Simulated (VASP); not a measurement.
Set up this calculation in VASP 6.6.1, as the native input.

| Quantity | Value |
| --- | --- |
| Task | single point |
| Functional | LDA |
| Potentials or basis | VASP PAW LDA potentials, release 64 (Ta_pv) |
| Cutoff | 520 eV |
| k mesh | 22 × 22 × 22 |
| Occupations | gaussian, width 0.05 eV |
| Spin | no spin polarisation |
| Dipole correction | no |
| Further INCAR settings | ALGO = Fast; EDIFF = 1e-07; NBANDS = 12 |

The structure of Ta lies in POSCAR:

```
Ta
1.0
   -1.4659295069      1.4659295069      1.4659295069
    1.4659295069     -1.4659295069      1.4659295069
    1.4659295069      1.4659295069     -1.4659295069
Ta
1
Direct
    0.0000000000      0.0000000000      0.0000000000
```

These files were run (other wordings do the same):

INCAR

```
  PREC = Accurate
  ENCUT = 520
  EDIFF = 1E-7
  ISMEAR = 0
  SIGMA = 0.05
  LREAL = False
  LASPH = True
  NELM = 60
  ALGO = Fast
  ISIF = 2
  LWAVE = False
  LCHARG = False
  GGA = CA
  NBANDS = 12
```

KPOINTS

```
Automatic mesh
0
Gamma
  22 22 22
```

Potentials or basis: VASP PAW LDA potentials, release 64 (Ta_pv).

Launch:

```console
$ cat potpaw_LDA.64/Ta_pv/POTCAR > POTCAR
$ mpirun -np 1 vasp_std > vasp.out
```

It gave:

```
Pressure               : 123.8 GPa
Band gap on the k mesh : zero (an odd number of electrons rules out a gap without spin polarisation)
```

Caveat: the cell stands under pressure; spin-orbit coupling is left out, which moves the levels of the heavy elements.

Wall time 27 s on 1 thread of Intel(R) Xeon(R) Platinum 8559C (Emerald Rapids), with other jobs on the host, peak memory 0.16 GiB.
